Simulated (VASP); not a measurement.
Here is a VASP 6.6.1 calculation.

The input INCAR:

```
ALGO = Normal
EDIFF = 1E-7
ENCUT = 520
GGA = PS
ISIF = 2
ISMEAR = 0
LASPH = True
LCHARG = False
LREAL = False
LWAVE = False
NBANDS = 12
NELM = 100
PREC = Accurate
SIGMA = 0.15
```

File KPOINTS:

```
k-points
0
Gamma
  20 20 20
```

POSCAR

```
Au
1.0
   -1.5909782400      1.5909782400      1.5246874800
    1.5909782400     -1.5909782400      1.5246874800
    1.5909782400      1.5909782400     -1.5246874800
Au
1
Direct
    0.0000000000      0.0000000000      0.0000000000
```

Potentials or basis: VASP PAW PBE potentials, release 64 (Au).

The run is started by

```console
$ cat potpaw_PBE.64/Au/POTCAR > POTCAR
$ mpirun -np 1 vasp_std > vasp.out
```

(1) What does it give for the pressure?

Results:

(1) 22.5 GPa.

Caveat: the cell differs from its parent crystal (strain -0.040 along x and y, -0.080 along z); the PAW data sets were made with another functional, which shifts forces and pressure a little.
